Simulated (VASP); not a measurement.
# BP (F-43m) in VASP: further runs

Runs on BP. Level: PBE. Tasks: G0W0 quasiparticle levels.

All numbers are computed with VASP 6.6.1; they aren't measurements. Logs are shortened: lines on timing, memory, paths and dates and some standing lists are left out, and cuts for length are marked.

## Step 1: The cell of the first run

Symmetry: F-43m, No. 216, cubic system. The conventional cell has a = 4.537 Å, b = 4.537 Å, c = 4.537 Å, α = 90.00°, β = 90.00°, γ = 90.00°. Within 2.6 Å of B (site symmetry -43m) lie 4 P at 1.96 Å. Within 2.6 Å of P (site symmetry -43m) lie 4 B at 1.96 Å.

## Step 2: G0W0 quasiparticle levels, PBE

POSCAR

```
BP
1.0
    0.0000000000      2.2683154755      2.2683154755
    2.2683154755      0.0000000000      2.2683154755
    2.2683154755      2.2683154755      0.0000000000
B P
1 1
Direct
    0.0000000000      0.0000000000      0.0000000000
    0.2500000000      0.2500000000      0.2500000000
```

INCAR.step1

```
SYSTEM = BP
ALGO = Normal
EDIFF = 1E-8
ENCUT = 500
GGA = PE
ISMEAR = 0
LASPH = .TRUE.
LCHARG = .FALSE.
LREAL = .FALSE.
LWAVE = .TRUE.
NELM = 100
PREC = Accurate
SIGMA = 0.01
```

INCAR.step2

```
SYSTEM = BP
ALGO = Exact
EDIFF = 1E-8
ENCUT = 500
GGA = PE
ISMEAR = 0
ISTART = 1
LASPH = .TRUE.
LCHARG = .FALSE.
LOPTICS = .TRUE.
LREAL = .FALSE.
LWAVE = .TRUE.
NBANDS = 91
NELM = 1
PREC = Accurate
SIGMA = 0.01
```

INCAR.step3

```
SYSTEM = BP
ALGO = EVGW0
EDIFF = 1E-8
ENCUT = 500
ENCUTGW = 140.0
GGA = PE
ISMEAR = 0
ISTART = 1
LASPH = .TRUE.
LCHARG = .FALSE.
LREAL = .FALSE.
LWAVE = .FALSE.
NBANDS = 91
NBANDSGW = 12
NELMGW = 1
NOMEGA = 96
OMEGAMAX = 20
PREC = Accurate
PRECFOCK = Fast
SIGMA = 0.01
```

KPOINTS

```
k-points
0
G
  6 6 6
  0 0 0
```

Potentials or basis: VASP PAW PBE potentials, release 64 (B_GW, P_GW).

Started as:

```sh
> cat potpaw_PBE.64/B_GW/POTCAR potpaw_PBE.64/P_GW/POTCAR > POTCAR
> cp INCAR.step1 INCAR
> mpirun -np 1 vasp_std > vasp.out
> cp INCAR.step2 INCAR
> mpirun -np 1 vasp_std > vasp.out
> cp INCAR.step3 INCAR
> mpirun -np 1 vasp_std > vasp.out
```

OUTCAR:

```text
SYSTEM = BP
   EDIFF = 1E-8
   ENCUT = 500
   ENCUTGW = 140.0
   GGA = PE
   ISMEAR = 0
   ISTART = 1
   LASPH = .TRUE.
   LREAL = .FALSE.
   NELMGW = 1
   PREC = Accurate
   PRECFOCK = Fast

 ion  position               nearest neighbor table
   1  0.000  0.000  0.000-   2 1.96   2 1.96   2 1.96   2 1.96
   2  0.250  0.250  0.250-   1 1.96   1 1.96   1 1.96   1 1.96

  LATTYP: Found a face centered cubic cell.
 ALAT       =     4.5366309510

  Lattice vectors:

 A1 = (   0.0000000000,   2.2683154755,   2.2683154755)
 A2 = (   2.2683154755,   0.0000000000,   2.2683154755)
 A3 = (   2.2683154755,   2.2683154755,   0.0000000000)

Analysis of symmetry for initial positions (statically):
=====================================================================
 Subroutine PRICEL returns:
 Original cell was already a primitive cell.

 Routine SETGRP: Setting up the symmetry group for a
 face centered cubic supercell.

 Subroutine GETGRP returns: Found 24 space group operations
 (whereof 24 operations were pure point group operations)
 out of a pool of 48 trial point group operations.

The static configuration has the point symmetry T_d .

Analysis of symmetry for dynamics (positions and initial velocities):
=====================================================================
 Subroutine PRICEL returns:
 Original cell was already a primitive cell.

 Routine SETGRP: Setting up the symmetry group for a
 face centered cubic supercell.

 Subroutine GETGRP returns: Found 24 space group operations
 (whereof 24 operations were pure point group operations)
 out of a pool of 48 trial point group operations.

The dynamic configuration has the point symmetry T_d .

 Subroutine INISYM returns: Found 24 space group operations
 (whereof 24 operations are pure point group operations),
 and found     1 'primitive' translations

----------------------------------------------------------------------------------------

                                     Primitive cell

  volume of cell :      23.3421

  direct lattice vectors                    reciprocal lattice vectors
     0.000000000  2.268315476  2.268315476    -0.220427893  0.220427893  0.220427893
     2.268315476  0.000000000  2.268315476     0.220427893 -0.220427893  0.220427893
     2.268315476  2.268315476  0.000000000     0.220427893  0.220427893 -0.220427893

  length of vectors
     3.207882509  3.207882509  3.207882509     0.381792309  0.381792309  0.381792309

  position of ions in fractional coordinates (direct lattice)
     0.000000000  0.000000000  0.000000000
     0.250000000  0.250000000  0.250000000

  ion indices of the primitive-cell ions
   primitive index   ion index
                 1           1
                 2           2

----------------------------------------------------------------------------------------

 KPOINTS: k-points

Automatic generation of k-mesh.
 Grid dimensions read from file:
 generate k-points for:    6    6    6

 Generating k-lattice:

  Cartesian coordinates                     Fractional coordinates (reciprocal lattice)
    -0.036737982  0.036737982  0.036737982     0.166666667  0.000000000  0.000000000
     0.036737982 -0.036737982  0.036737982     0.000000000  0.166666667  0.000000000
     0.036737982  0.036737982 -0.036737982     0.000000000  0.000000000  0.166666667

  Length of vectors
     0.063632052  0.063632052  0.063632052

  Shift w.r.t. Gamma in fractional coordinates (k-lattice)
     0.000000000  0.000000000  0.000000000

 Subroutine IBZKPT returns following result:
 ===========================================

 Found     16 irreducible k-points:

 Following reciprocal coordinates:
            Coordinates               Weight
  0.000000  0.000000  0.000000      1.000000
  0.166667  0.000000  0.000000      8.000000
  0.333333  0.000000  0.000000      8.000000
  0.500000  0.000000  0.000000      4.000000
  0.166667  0.166667  0.000000      6.000000
  0.333333  0.166667  0.000000     24.000000
[... 8 lines left out ...]
 -0.333333  0.333333  0.166667     24.000000
 -0.333333  0.500000  0.166667     12.000000
   k-points           NKPTS =     16   k-points in BZ     NKDIM =    216   number of bands    NBANDS=     91
   number of dos      NEDOS =    301   number of ions     NIONS =      2
   total plane-waves  NPLWV =  13824
   dimension x,y,z NGX =    24 NGY =   24 NGZ =   24
   dimension x,y,z NGXF=    48 NGYF=   48 NGZF=   48
   ions per type =               1   1
   NGX,Y,Z   is equivalent  to a cutoff of  12.44, 12.44, 12.44 a.u.
   NGXF,Y,Z  is equivalent  to a cutoff of  24.88, 24.88, 24.88 a.u.
 SYSTEM =  BP
   PREC   = accura    normal or accurate (medium, high low for compatibility)
   ISTART =      1    job   : 0-new  1-cont  2-samecut
   ICHARG =      0    charge: 1-file 2-atom 10-const
   ISPIN  =      1    spin polarized calculation?
   LNONCOLLINEAR =      F non collinear calculations
   LSORBIT =      F    spin-orbit coupling
   LASPH  =      T    aspherical Exc in radial PAW
   ENCUT  =  500.0 eV  36.75 Ry    6.06 a.u.   5.85  5.85  5.85*2*pi/ulx,y,z
   NELM   =     60;   NELMIN=  2; NELMDL=  0     # of ELM steps
   EDIFF  = 0.1E-07   stopping-criterion for ELM
   LREAL  =      F    real-space projection
   EDIFFG = 0.1E-06   stopping-criterion for IOM
   NSW    =      0    number of steps for IOM
   IBRION =     -1    ionic relax: 0-MD 1-quasi-New 2-CG
   NFREE  =      0    steps in history (QN), initial steepest desc. (CG)
   ISIF   =      0    stress and relaxation
   ISYM   =      3    0-nonsym 1-usesym 2-fastsym
   POTIM  = 0.5000    time-step for ionic-motion
   TEBEG  =    0.0;   TEEND  =   0.0 temperature during run
   PSTRESS=    0.0 pullay stress
   NELECT =       8.0000    total number of electrons
   NUPDOWN=      -1.0000    fix difference up-down
   EMIN   =  10.00;   EMAX   =-10.00  energy-range for DOS
   EFERMI =   0.00;   METHOD = LEGACY
   ISMEAR =     0;   SIGMA  =   0.01  broadening in eV -4-tet -1-fermi 0-gaus
   EFERMI_NEDOS =   21; number of points for ismear=-14 and -15
   IALGO  =     38    algorithm
   IMIX   =      4    mixing-type and parameters
     AMIX     =   0.40;   BMIX     =  1.00
     AMIX_MAG =   1.60;   BMIX_MAG =  1.00
  volume/ion in A,a.u.               =      11.67        78.76
  Fermi-wavevector in a.u.,A,eV,Ry     =   1.145666  2.164995 17.858336  1.312551
  Thomas-Fermi vector in A             =   2.282354
   LORBIT       =      0    0 simple, 1 ext, 2 COOP (PROOUT), +10 PAW based schemes
   GGA     = PE    functional components
   LHFCALC =     T    Hartree Fock is set to
   PRECFOCK=fast      Normal, Fast or Accurate (Low or Medium for compatibility)
   ENCUT4O =  -1.0   cutoff for four orbital integrals eV
   NKREDX  =     1    reduce k-point grid by
   NKREDY  =     1    reduce k-point grid by
   NKREDZ  =     1    reduce k-point grid by
   AEXX    =    1.0000 exact exchange contribution
   HFSCREEN=    0.0000 screening length (either q_TF or 0.3 A-1)
   HFSCREENC=   0.0000 screening length for correlation (either q_TF or 0.3 A-1)
   ENCUTFOCK=  -1.0 apply spherical cutoff to Coloumb kernel
   IVDW    =     0    specifies the selected vdW correction
   LEPSILON=     F    determine dielectric tensor
   LRPA    =     F    only Hartree local field effects (RPA)
   LRPAFORCE           =     F    calculate RPA forces
   ENCUTGW             = 140.0    cutoff for response function in eV
   ENCUTGWSOFT         = 112.0    soft cutoff for Coulomb kernel in GW response function in eV
   ENCUTLF             =  -1.0    cutoff for local field effects
   NELMGW              =     1    number of iterations in solving QP/BSE equation
   NELMHF              =     1    number of iterations in the inner HF iteration
   NKREDLFX            =     1    NKREDLFY  =   1   NKREDLFZ  =   1
 non-spin polarized calculation
 Gauss-broadening in eV      SIGMA  =   0.01
  energy-cutoff  :      500.00
  volume of cell :       23.34
 maximum number of plane-waves:       609
  NGX = 14; NGY = 14; NGZ = 14
   NGX = 11   NGY = 11   NGZ = 11
 maximum number of plane-waves:        92
 NGX is ok and might be reduce to    14

 QP shifts <psi_nk| G(iteration)W_0 |psi_nk>: iteration 1
 for sc-GW calculations column KS-energies equals QP-energies in previous step
 and V_xc(KS)=  KS-energies - (<T + V_ion + V_H > + <T+V_H+V_ion>^1  + <V_x>^1)

 k-point   1 :       0.0000    0.0000    0.0000
  band No.  KS-energies  QP-energies   sigma(KS)   V_xc(KS)     V^pw_x(r,r')   Z            occupation Imag(sigma)

      1      -8.3229      -9.0217     -13.0876     -12.0613     -20.4864       0.6809       2.0000       1.3020
      2       7.1472       6.6695     -13.9127     -13.3071     -14.9343       0.7888       2.0000       0.0216
      3       7.1472       6.6695     -13.9127     -13.3071     -14.9343       0.7888       2.0000       0.0216
      4       7.1472       6.6695     -13.9127     -13.3071     -14.9343       0.7888       2.0000       0.0216
      5      10.5517      10.9540     -11.5679     -12.0801      -7.1377       0.7857       0.0000      -0.0542
      6      10.5517      10.9540     -11.5679     -12.0801      -7.1377       0.7857       0.0000      -0.0542
      7      10.5517      10.9540     -11.5679     -12.0801      -7.1377       0.7857       0.0000      -0.0542
      8      14.5364      14.9337     -12.2342     -12.7624      -6.2229       0.7521       0.0000      -0.1242
      9      18.6770      18.6108      -9.5476      -9.4631      -3.3702       0.7838       0.0000      -0.3064
     10      19.1687      19.6594     -11.1267     -11.7612      -4.9766       0.7735       0.0000      -0.2674
     11      19.1687      19.6594     -11.1267     -11.7612      -4.9766       0.7735       0.0000      -0.2674
     12      22.8365      22.9515      -9.8014      -9.9499      -2.8214       0.7749       0.0000      -0.7252

 k-point   2 :       0.1667    0.0000    0.0000
  band No.  KS-energies  QP-energies   sigma(KS)   V_xc(KS)     V^pw_x(r,r')   Z            occupation Imag(sigma)
[... 225 lines left out ...]
      1      -3.2635      -3.8675     -13.6521     -12.8151     -19.0786       0.7217       2.0000       0.5570
      2      -1.0811      -1.8280     -13.6146     -12.5673     -18.3022       0.7132       2.0000       0.3042
      3       1.8435       1.1495     -12.8586     -11.9309     -15.6503       0.7481       2.0000       0.0796
      4       1.9665       1.2852     -12.8534     -11.9434     -15.6108       0.7486       2.0000       0.0776
      5      10.9763      11.2526     -10.9684     -11.3203      -6.2232       0.7853       0.0000      -0.0628
      6      11.5942      11.8871     -10.9089     -11.2808      -6.0852       0.7875       0.0000      -0.0652
      7      16.2565      16.6884     -11.6564     -12.2363      -5.1915       0.7449       0.0000      -0.2151
      8      16.9204      17.3718     -11.5881     -12.1873      -5.1344       0.7531       0.0000      -0.2379
      9      20.0179      20.5065     -11.7973     -12.4554      -4.5451       0.7424       0.0000      -0.4571
     10      23.2183      23.7042     -11.5262     -12.1751      -3.9252       0.7487       0.0000      -0.6713
     11      23.6052      24.0737     -12.1450     -12.7697      -4.5522       0.7500       0.0000      -0.7236
     12      27.6010      27.8812     -11.5059     -11.8853      -3.7515       0.7386       0.0000      -1.0049
```

It took 3.4 min on 1 thread of Intel Xeon 6975P-C (Granite Rapids), shared host; peak memory 0.42 GiB.

Results:

```yaml
Quasiparticle_gap: 1.97 eV
Least_direct_quasiparticle_gap: 4.28 eV
Band_gap_of_the_starting_levels_on_the_mesh: 1.33 eV
Least_direct_gap_of_the_starting_levels_on_the_mesh: 3.40 eV
```

Caveat: the k points lie up to 0.40 Å⁻¹ apart; bands, screening cutoff and mesh are small and nothing is extrapolated, so the quasiparticle values aren't converged.

## Step 3: G0W0 quasiparticle levels, PBE

POSCAR is that of step 2.

INCAR.step1

```
PREC = Accurate
ENCUT = 500
EDIFF = 1E-8
ISMEAR = 0
SIGMA = 0.01
LREAL = False
LASPH = True
NELM = 60
ALGO = Normal
LWAVE = True
LCHARG = False
GGA = PE
```

INCAR.step2

```
PREC = Accurate
ENCUT = 500
EDIFF = 1E-8
ISMEAR = 0
SIGMA = 0.01
LREAL = False
LASPH = True
NELM = 1
ALGO = Exact
LWAVE = True
LCHARG = False
GGA = PE
NBANDS = 91
LOPTICS = True
ISTART = 1
```

INCAR.step3

```
PREC = Accurate
ENCUT = 500
EDIFF = 1E-8
ISMEAR = 0
SIGMA = 0.01
LREAL = False
LASPH = True
ALGO = EVGW0
LWAVE = False
LCHARG = False
GGA = PE
NELMGW = 1
NBANDS = 91
ENCUTGW = 140.0
NOMEGA = 96
PRECFOCK = Fast
ISTART = 1
NBANDSGW = 12
OMEGAMAX = 20
```

KPOINTS

```
regular mesh
0
Gamma
  6 6 6
```

Potentials or basis: VASP PAW PBE potentials, release 64 (B_GW, P_GW).

Started as:

```sh
> cat potpaw_PBE.64/B_GW/POTCAR potpaw_PBE.64/P_GW/POTCAR > POTCAR
> cp INCAR.step1 INCAR
> mpirun -np 1 vasp_std > vasp.out
> cp INCAR.step2 INCAR
> mpirun -np 1 vasp_std > vasp.out
> cp INCAR.step3 INCAR
> mpirun -np 1 vasp_std > vasp.out
```

OUTCAR:

```text
PREC = Accurate
   ENCUT = 500
   EDIFF = 1E-8
   ISMEAR = 0
   LREAL = False
   LASPH = True
   GGA = PE
   NELMGW = 1
   ENCUTGW = 140.0
   PRECFOCK = Fast
   ISTART = 1

 ion  position               nearest neighbor table
   1  0.000  0.000  0.000-   2 1.96   2 1.96   2 1.96   2 1.96
   2  0.250  0.250  0.250-   1 1.96   1 1.96   1 1.96   1 1.96

[... 190 lines left out ...]
      2       7.1472       6.6695     -13.9127     -13.3071     -14.9343       0.7888       2.0000       0.0216
      3       7.1472       6.6695     -13.9127     -13.3071     -14.9343       0.7888       2.0000       0.0216
      4       7.1472       6.6695     -13.9127     -13.3071     -14.9343       0.7888       2.0000       0.0216
      5      10.5517      10.9540     -11.5679     -12.0801      -7.1377       0.7857       0.0000      -0.0542
      6      10.5517      10.9540     -11.5679     -12.0801      -7.1377       0.7857       0.0000      -0.0542
      7      10.5517      10.9540     -11.5679     -12.0801      -7.1377       0.7857       0.0000      -0.0542
      8      14.5364      14.9337     -12.2342     -12.7624      -6.2229       0.7521       0.0000      -0.1242
      9      18.6770      18.6108      -9.5476      -9.4631      -3.3702       0.7838       0.0000      -0.3064
     10      19.1687      19.6594     -11.1267     -11.7612      -4.9766       0.7735       0.0000      -0.2674
     11      19.1687      19.6594     -11.1267     -11.7612      -4.9766       0.7735       0.0000      -0.2674
     12      22.8365      22.9515      -9.8014      -9.9499      -2.8214       0.7749       0.0000      -0.7252
[... 228 lines left out ...]
      1      -3.2635      -3.8675     -13.6521     -12.8151     -19.0786       0.7217       2.0000       0.5570
      2      -1.0811      -1.8280     -13.6146     -12.5673     -18.3022       0.7132       2.0000       0.3042
      3       1.8435       1.1495     -12.8586     -11.9309     -15.6503       0.7481       2.0000       0.0796
      4       1.9665       1.2852     -12.8534     -11.9434     -15.6108       0.7486       2.0000       0.0776
      5      10.9763      11.2526     -10.9684     -11.3203      -6.2232       0.7853       0.0000      -0.0628
      6      11.5942      11.8871     -10.9089     -11.2808      -6.0852       0.7875       0.0000      -0.0652
      7      16.2565      16.6884     -11.6564     -12.2363      -5.1915       0.7449       0.0000      -0.2151
      8      16.9204      17.3718     -11.5881     -12.1873      -5.1344       0.7531       0.0000      -0.2379
      9      20.0179      20.5065     -11.7973     -12.4554      -4.5451       0.7424       0.0000      -0.4571
     10      23.2183      23.7042     -11.5262     -12.1751      -3.9252       0.7487       0.0000      -0.6713
     11      23.6052      24.0737     -12.1450     -12.7697      -4.5522       0.7500       0.0000      -0.7236
     12      27.6010      27.8812     -11.5059     -11.8853      -3.7515       0.7386       0.0000      -1.0049
```

OUTCAR.step1:

```text
PREC = Accurate
   ENCUT = 500
   EDIFF = 1E-8
   ISMEAR = 0
   LREAL = False
[... 386 lines left out ...]
      0.00000      0.00000      0.00000         0.000000      0.000000     -0.000000
      1.13416      1.13416      1.13416        -0.000000     -0.000000      0.000000
 -----------------------------------------------------------------------------------
    total drift:                                0.000000      0.000000      0.000000

  FREE ENERGIE OF THE ION-ELECTRON SYSTEM (eV)
  ---------------------------------------------------
  free  energy   TOTEN  =       -12.9003497254 eV

  energy  without entropy=      -12.9003497254  energy(sigma->0) =      -12.90034973
```

OUTCAR.step2:

```text
PREC = Accurate
   ENCUT = 500
   EDIFF = 1E-8
   ISMEAR = 0
   LREAL = False
[... 848 lines left out ...]
     0.00000    10.64558    10.64558    10.64558    -0.00000    -0.00000     0.00000
     1.72222    11.69804    11.69804    11.69804    -0.00000    -0.00000     0.00000
     3.44444    15.91413    15.91413    15.91413    -0.00000    -0.00000     0.00000
     5.16665    25.88118    25.88118    25.88118    -0.00000    -0.00000     0.00000
     6.88887   -10.77751   -10.77751   -10.77751     0.00000     0.00000    -0.00000
     8.61109     1.21484     1.21484     1.21484     0.00000     0.00000     0.00000
[... 92 lines left out ...]
   168.77738     0.98267     0.98267     0.98267     0.00000     0.00000    -0.00000
   170.49960     0.98304     0.98304     0.98304     0.00000     0.00000    -0.00000
```

Run time: 6.3 min. Hardware: 1 thread of Intel Xeon 8259CL, shared host; peak memory 0.42 GiB.

What came out:

```yaml
Quasiparticle_gap: 1.97 eV
Least_direct_quasiparticle_gap: 4.28 eV
Band_gap_of_the_starting_levels_on_the_mesh: 1.33 eV
Least_direct_gap_of_the_starting_levels_on_the_mesh: 3.40 eV
```

Caveat: the k points lie up to 0.40 Å⁻¹ apart; bands, screening cutoff and mesh are small and nothing is extrapolated, so the quasiparticle values aren't converged.
